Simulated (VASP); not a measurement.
# Ag (P6_3/mmc) in VASP: a series of runs

Ag is run at these levels: r2SCAN; tasks: single point.

All numbers are computed with VASP 6.6.1; they aren't measurements. Logs are shortened: lines on timing, memory, paths and dates and some standing lists are left out, and cuts for length are marked.

### Step 1. The cell of the first run

Symmetry: P6_3/mmc, No. 194, hexagonal system. Conventional cell: a = 2.759 Å, b = 2.759 Å, c = 4.867 Å, α = 90.00°, β = 90.00°, γ = 120.00°. Ag (site symmetry -6m2) has 12 Ag at 2.76 to 2.91 Å within 3.6 Å.

### Step 2. Single point, r2SCAN (strain -0.050 along x and y, +0.025 along z)

Input file POSCAR:

```
Ag
1.0
    2.7585109773      0.0000000000      0.0000000000
   -1.3792554887      2.3889405830      0.0000000000
    0.0000000000      0.0000000000      4.8665424870
Ag
2
Direct
    0.3333333333      0.6666666667      0.2500000000
    0.6666666667      0.3333333333      0.7500000000
```

Input file INCAR.step1:

```
  PREC = Accurate
  ENCUT = 520
  ISMEAR = 0
  SIGMA = 0.15
  LREAL = F
  LASPH = T
  NELM = 60
  NBANDS = 18
  GGA = PE
  ALGO = Normal
  EDIFF = 1E-4
  LWAVE = T
  LCHARG = F
```

Input file INCAR.step2:

```
  PREC = Accurate
  ENCUT = 520
  EDIFF = 1E-6
  ISMEAR = 0
  SIGMA = 0.15
  LREAL = F
  LASPH = T
  NELM = 60
  ALGO = Normal
  ISIF = 2
  LWAVE = F
  LCHARG = T
  METAGGA = R2SCAN
  LMIXTAU = T
  LELF = T
  LVHAR = T
  NBANDS = 18
  ISTART = 1
```

Input file KPOINTS:

```
regular mesh
0
Gamma
  24 24 14
```

Potentials or basis: VASP PAW PBE potentials, release 64 (Ag).

On the command line:

```sh
cat potpaw_PBE.64/Ag/POTCAR > POTCAR
cp INCAR.step1 INCAR
mpirun -np 1 vasp_std > vasp.out
cp INCAR.step2 INCAR
mpirun -np 1 vasp_std > vasp.out
```

OUTCAR:

```text
PREC = Accurate
   ENCUT = 520
   EDIFF = 1E-6
   ISMEAR = 0
   LREAL = F
   LASPH = T
   NELM = 60
   ISIF = 2
   METAGGA = R2SCAN
   ISTART = 1

 ion  position               nearest neighbor table
   1  0.333  0.667  0.250-   2 2.91   2 2.91   2 2.91   2 2.91   2 2.91   2 2.91
   2  0.667  0.333  0.750-   1 2.91   1 2.91   1 2.91   1 2.91   1 2.91   1 2.91

  LATTYP: Found a hexagonal cell.
 ALAT       =     2.7585109773
 C/A-ratio  =     1.7641918147

  Lattice vectors:

 A1 = (   2.7585109773,   0.0000000000,   0.0000000000)
 A2 = (  -1.3792554887,   2.3889405830,   0.0000000000)
 A3 = (   0.0000000000,   0.0000000000,   4.8665424870)

Analysis of symmetry for initial positions (statically):
=====================================================================
 Subroutine PRICEL returns:
 Original cell was already a primitive cell.

 Routine SETGRP: Setting up the symmetry group for a
 hexagonal supercell.

 Subroutine GETGRP returns: Found 24 space group operations
 (whereof 12 operations were pure point group operations)
 out of a pool of 24 trial point group operations.

The static configuration has the point symmetry D_3d.
 The point group associated with its full space group is D_6h.

Analysis of symmetry for dynamics (positions and initial velocities):
=====================================================================
 Subroutine PRICEL returns:
 Original cell was already a primitive cell.

 Routine SETGRP: Setting up the symmetry group for a
 hexagonal supercell.

 Subroutine GETGRP returns: Found 24 space group operations
 (whereof 12 operations were pure point group operations)
 out of a pool of 24 trial point group operations.

The dynamic configuration has the point symmetry D_3d.
 The point group associated with its full space group is D_6h.

 Subroutine INISYM returns: Found 24 space group operations
 (whereof 12 operations are pure point group operations),
 and found     1 'primitive' translations

----------------------------------------------------------------------------------------

                                     Primitive cell

  volume of cell :      32.0701

  direct lattice vectors                    reciprocal lattice vectors
     2.758510977  0.000000000  0.000000000     0.362514417  0.209297797  0.000000000
    -1.379255489  2.388940583  0.000000000     0.000000000  0.418595593  0.000000000
     0.000000000  0.000000000  4.866542487     0.000000000  0.000000000  0.205484695

  length of vectors
     2.758510977  2.758510977  4.866542487     0.418595593  0.418595593  0.205484695

  position of ions in fractional coordinates (direct lattice)
     0.333333333  0.666666667  0.250000000
     0.666666667  0.333333333  0.750000000

  ion indices of the primitive-cell ions
   primitive index   ion index
                 1           1
                 2           2

----------------------------------------------------------------------------------------

 KPOINTS: regular mesh

Automatic generation of k-mesh.
 Grid dimensions read from file:
 generate k-points for:   24   24   14

 Generating k-lattice:

  Cartesian coordinates                     Fractional coordinates (reciprocal lattice)
     0.015104767  0.008720742  0.000000000     0.041666667  0.000000000  0.000000000
     0.000000000  0.017441483  0.000000000     0.000000000  0.041666667  0.000000000
     0.000000000  0.000000000  0.014677478     0.000000000  0.000000000  0.071428571

  Length of vectors
     0.017441483  0.017441483  0.014677478

  Shift w.r.t. Gamma in fractional coordinates (k-lattice)
     0.000000000  0.000000000  0.000000000

 Subroutine IBZKPT returns following result:
 ===========================================

 Found    488 irreducible k-points:

 Following reciprocal coordinates:
            Coordinates               Weight
  0.000000  0.000000  0.000000      1.000000
  0.041667  0.000000  0.000000      6.000000
  0.083333  0.000000  0.000000      6.000000
  0.125000  0.000000  0.000000      6.000000
  0.166667  0.000000  0.000000      6.000000
  0.208333  0.000000  0.000000      6.000000
[... 16 lines left out ...]
  0.416667  0.041667  0.000000     12.000000
  0.458333  0.041667  0.000000     12.000000
 [... further k-points ...]
   k-points           NKPTS =    488   k-points in BZ     NKDIM =    488   number of bands    NBANDS=     18
   number of dos      NEDOS =    301   number of ions     NIONS =      2
   total plane-waves  NPLWV =  20736
   dimension x,y,z NGX =    24 NGY =   24 NGZ =   36
   dimension x,y,z NGXF=    48 NGYF=   48 NGZF=   72
   ions per type =               2
   NGX,Y,Z   is equivalent  to a cutoff of  14.46, 14.46, 12.30 a.u.
   NGXF,Y,Z  is equivalent  to a cutoff of  28.93, 28.93, 24.60 a.u.
 SYSTEM =  unknown system
   PREC   = accura    normal or accurate (medium, high low for compatibility)
   ISTART =      1    job   : 0-new  1-cont  2-samecut
   ICHARG =      0    charge: 1-file 2-atom 10-const
   ISPIN  =      1    spin polarized calculation?
   LNONCOLLINEAR =      F non collinear calculations
   LSORBIT =      F    spin-orbit coupling
   LASPH  =      T    aspherical Exc in radial PAW
   ENCUT  =  520.0 eV  38.22 Ry    6.18 a.u.   5.13  5.13  9.05*2*pi/ulx,y,z
   NELM   =     60;   NELMIN=  2; NELMDL=  0     # of ELM steps
   EDIFF  = 0.1E-05   stopping-criterion for ELM
   LREAL  =      F    real-space projection
[... 7 lines left out ...]
   TEBEG  =    0.0;   TEEND  =   0.0 temperature during run
   PSTRESS=    0.0 pullay stress
   NELECT =      22.0000    total number of electrons
   NUPDOWN=      -1.0000    fix difference up-down
   EMIN   =  10.00;   EMAX   =-10.00  energy-range for DOS
   EFERMI =   0.00;   METHOD = LEGACY
   ISMEAR =     0;   SIGMA  =   0.15  broadening in eV -4-tet -1-fermi 0-gaus
   EFERMI_NEDOS =   21; number of points for ismear=-14 and -15
   IALGO  =     38    algorithm
   IMIX   =      4    mixing-type and parameters
     AMIX     =   0.40;   BMIX     =  1.00
     AMIX_MAG =   1.60;   BMIX_MAG =  1.00
  volume/ion in A,a.u.               =      16.04       108.21
  Fermi-wavevector in a.u.,A,eV,Ry     =   1.443828  2.728440 28.363249  2.084640
  Thomas-Fermi vector in A             =   2.562192
   LORBIT       =      0    0 simple, 1 ext, 2 COOP (PROOUT), +10 PAW based schemes
   METAGGA = R2SCAN    functional components
   LHFCALC =     F    Hartree Fock is set to
   AEXX    =    0.0000 exact exchange contribution
   IVDW    =     0    specifies the selected vdW correction
   LEPSILON=     F    determine dielectric tensor
   LRPA    =     F    only Hartree local field effects (RPA)
 non-spin polarized calculation
 Gauss-broadening in eV      SIGMA  =   0.15
  energy-cutoff  :      520.00
  volume of cell :       32.07
 maximum number of plane-waves:       878
 NGX is ok and might be reduce to    24
   NGX = 11   NGY = 11   NGZ = 19

 number of electron      21.9999995 magnetization

 Free energy of the ion-electron system (eV)
  ---------------------------------------------------
  ext. energy  EPLUGINS =         0.00000000
  ---------------------------------------------------
  free energy    TOTEN  =       -42.58087191 eV

  energy without entropy =      -42.57441635  energy(sigma->0) =      -42.57764413

 E-fermi :   9.3693     XC(G=0): -13.3942

 val. band max:        9.3638899775   @ k =   0.4167   0.0833   0.1429
 cond. band min:       9.3709569889   @ k =   0.2083   0.1250   0.2857
 fundamental gap:      0.0070670114
 Fermi energy:         9.3692761629

 k-point     1 :       0.0000    0.0000    0.0000
  band No.  band energies     occupation
      1       0.8688      2.00000
      2       2.0723      2.00000
      3       3.5655      2.00000
      4       3.9968      2.00000
      5       3.9968      2.00000
      6       4.1969      2.00000
[... 10 lines left out ...]
     17      30.4820      0.00000
     18      30.4820      0.00000

 k-point     2 :       0.0417    0.0000    0.0000
  band No.  band energies     occupation
      1       0.9257      2.00000
      2       2.1104      2.00000
      3       3.5722      2.00000
      4       3.9878      2.00000
      5       4.0292      2.00000
      6       4.1806      2.00000
[... 10 lines left out ...]
     17      29.9570      0.00000
     18      30.0710      0.00000

 k-point     3 :       0.0833    0.0000    0.0000
  band No.  band energies     occupation
      1       1.0932      2.00000
      2       2.2193      2.00000
      3       3.5814      2.00000
      4       3.9733      2.00000
      5       4.1251      2.00000
      6       4.1403      2.00000
[... 10 lines left out ...]
     17      28.9676      0.00000
     18      29.8325      0.00000

 k-point     4 :       0.1250    0.0000    0.0000
  band No.  band energies     occupation
      1       1.3606      2.00000
      2       2.3798      2.00000
      3       3.5692      2.00000
      4       3.9605      2.00000
      5       4.1258      2.00000
      6       4.2808      2.00000
[... 10 lines left out ...]
     17      27.9053      0.00000
     18      29.5961      0.00000

 k-point     5 :       0.1667    0.0000    0.0000
  band No.  band energies     occupation
      1       1.7036      2.00000
      2       2.5500      2.00000
      3       3.5485      2.00000
      4       3.9078      2.00000
      5       4.2347      2.00000
      6       4.2770      2.00000
[... 10 lines left out ...]
     17      27.3501      0.00000
     18      28.2664      0.00000

 k-point     6 :       0.2083    0.0000    0.0000
  band No.  band energies     occupation
      1       2.0709      2.00000
      2       2.6573      2.00000
      3       3.5976      2.00000
      4       3.8556      2.00000
      5       3.9148      2.00000
      6       4.4708      2.00000
[... 10 lines left out ...]
     17      27.2967      0.00000
     18      27.7529      0.00000

 k-point     7 :       0.2500    0.0000    0.0000
  band No.  band energies     occupation
      1       2.3640      2.00000
      2       2.6590      2.00000
      3       3.5757      2.00000
      4       3.7783      2.00000
      5       3.8720      2.00000
      6       4.5617      2.00000
[... 10 lines left out ...]
     17      26.7978      0.00000
     18      27.8747      0.00000

 k-point     8 :       0.2917    0.0000    0.0000
  band No.  band energies     occupation
      1       2.4502      2.00000
      2       2.6384      2.00000
      3       3.2775      2.00000
      4       3.9378      2.00000
      5       4.1121      2.00000
      6       4.4467      2.00000
[... 10 lines left out ...]
     17      25.5473      0.00000
     18      27.6323      0.00000
[... 229 lines left out ...]
     17      26.3292      0.00000
     18      27.7119      0.00000

 k-point    20 :       0.2917    0.0417    0.0000
  band No.  band energies     occupation
      1       2.4552      2.00000
      2       2.6711      2.00000
      3       3.1465      2.00000
      4       4.0126      2.00000
      5       4.2197      2.00000
      6       4.2951      2.00000
[... 10 lines left out ...]
     17      24.8124      0.00000
     18      27.3213      0.00000

 k-point    21 :       0.3333    0.0417    0.0000
  band No.  band energies     occupation
      1       2.3469      2.00000
      2       2.6418      2.00000
      3       2.9265      2.00000
      4       4.1574      2.00000
      5       4.2101      2.00000
      6       4.3866      2.00000
[... 10 lines left out ...]
     17      23.2343      0.00000
     18      26.9083      0.00000

 k-point    22 :       0.3750    0.0417    0.0000
  band No.  band energies     occupation
      1       2.2448      2.00000
      2       2.5894      2.00000
      3       2.7597      2.00000
      4       4.1432      2.00000
      5       4.2871      2.00000
      6       4.3006      2.00000
[... 10 lines left out ...]
     17      22.0912      0.00000
     18      26.5658      0.00000

 k-point    23 :       0.4167    0.0417    0.0000
  band No.  band energies     occupation
      1       2.1698      2.00000
      2       2.5421      2.00000
      3       2.6477      2.00000
      4       4.0971      2.00000
      5       4.2405      2.00000
      6       4.3829      2.00000
[... 10 lines left out ...]
     17      21.7100      0.00000
     18      26.3274      0.00000

 k-point    24 :       0.4583    0.0417    0.0000
  band No.  band energies     occupation
      1       2.1305      2.00000
      2       2.5153      2.00000
      3       2.5916      2.00000
      4       4.0737      2.00000
      5       4.2096      2.00000
      6       4.4335      2.00000
[... 10 lines left out ...]
     17      21.5190      0.00000
     18      26.2058      0.00000

 [... further k-points ...]

------------------------ aborting loop because EDIFF is reached ----------------------------------------

  FORCE on cell =-STRESS in cart. coord.  units (eV):
  Direction    XX          YY          ZZ          XY          YZ          ZX
  --------------------------------------------------------------------------------------
  -------------------------------------------------------------------------------------
  Total        2.9799794      2.9799794      0.7616087     -0.0000000      0.0000000      0.0000000
  in kB      148.8755088    148.8755088     38.0488802     -0.0000000      0.0000000      0.0000000
  external PRESSURE =     111.9332992 kB  Pullay stress =       0.0000000 kB

 VOLUME and BASIS-vectors are now :
 -----------------------------------------------------------------------------
  energy-cutoff  :      520.00
  volume of cell :       32.07
      direct lattice vectors                 reciprocal lattice vectors
     2.758510977  0.000000000  0.000000000     0.362514417  0.209297797  0.000000000
    -1.379255489  2.388940583  0.000000000     0.000000000  0.418595593  0.000000000
     0.000000000  0.000000000  4.866542487     0.000000000  0.000000000  0.205484695

 POSITION                                       TOTAL-FORCE (eV/Angst)
 -----------------------------------------------------------------------------------
     -0.00000      1.59263      1.21664         0.000000      0.000000      0.000000
      1.37926      0.79631      3.64991        -0.000000     -0.000000      0.000000
 -----------------------------------------------------------------------------------
    total drift:                               -0.000000      0.000000     -0.000000

  FREE ENERGIE OF THE ION-ELECTRON SYSTEM (eV)
  ---------------------------------------------------
  free  energy   TOTEN  =       -42.5808719082 eV

  energy  without entropy=      -42.5744163468  energy(sigma->0) =      -42.57764413
```

Wall time 10 min (1 thread of Intel Xeon 6975P-C, shared host); peak memory 0.35 GiB.

Results:

```
Free energy            : -42.5809 eV
Pressure               : 11.2 GPa
Band gap on the k mesh : zero (band 11 reaches 14.16 eV, above the bottom of band 12 at 5.52 eV)
```

Stress tensor (GPa, compression positive):
```
14.89  0.00  0.00
 0.00 14.89  0.00
 0.00  0.00  3.80
```

Caveat: the cell differs from its parent crystal (strain -0.050 along x and y, +0.025 along z); the PAW data sets were made with another functional, which shifts forces and pressure a little.

### Step 3. Single point, r2SCAN (strain -0.050 along x and y, +0.050 along z)

POSCAR, as its differences from that of step 2:

```diff
@@ -4,3 +4,3 @@
    -1.3792554887      2.3889405830      0.0000000000
-    0.0000000000      0.0000000000      4.8665424870
+    0.0000000000      0.0000000000      4.9852386452
 Ag
```

Input file INCAR.step1:

```
PREC = Accurate
ENCUT = 520
ISMEAR = 0
SIGMA = 0.15
LREAL = F
LASPH = T
NELM = 60
NBANDS = 18
GGA = PE
ALGO = Normal
EDIFF = 1E-4
LWAVE = T
LCHARG = F
```

Input file INCAR.step2:

```
PREC = Accurate
ENCUT = 520
EDIFF = 1E-7
ISMEAR = 0
SIGMA = 0.15
LREAL = F
LASPH = T
NELM = 60
ALGO = Normal
ISIF = 2
LWAVE = F
LCHARG = F
METAGGA = R2SCAN
LMIXTAU = T
NBANDS = 18
ISTART = 1
```

KPOINTS is that of step 2.

Potentials or basis: VASP PAW PBE potentials, release 64 (Ag).

On the command line:

```sh
cat potpaw_PBE.64/Ag/POTCAR > POTCAR
cp INCAR.step1 INCAR
mpirun -np 1 vasp_std > vasp.out
cp INCAR.step2 INCAR
mpirun -np 1 vasp_std > vasp.out
```

Wall time 15 min (1 thread of Intel Xeon 6975P-C, shared host); peak memory 0.36 GiB.

The run converged. Its results:

- Free energy: -42.5885 eV
- Pressure: 8.2 GPa
- Band gap on the k mesh: zero (band 11 reaches 13.87 eV, above the bottom of band 12 at 5.22 eV)

Stress tensor (GPa, compression positive):
```
12.65  0.00  0.00
 0.00 12.65  0.00
 0.00  0.00 -0.64
```

Levels at points of the mesh, in eV from the Fermi level:
```tsv
k point	band 8	band 9	band 10	band 11	band 12	band 13	band 14	band 15
(0.00, 0.00, 0.00)	-4.26	-4.26	-3.52	-3.52	-1.22	2.46	16.15	17.17
(0.50, 0.00, 0.00)	-3.50	-3.09	-3.01	0.35	2.05	6.87	7.11	9.57
(0.00, 0.00, 0.50)	-5.21	-3.81	-3.81	-3.81	-3.81	9.58	9.58	17.54
(0.50, 0.00, 0.50)	-3.61	-3.04	-3.04	0.89	0.89	5.24	5.24	13.51
```

Caveat: the cell differs from its parent crystal (strain -0.050 along x and y, +0.050 along z); the PAW data sets were made with another functional, which shifts forces and pressure a little.
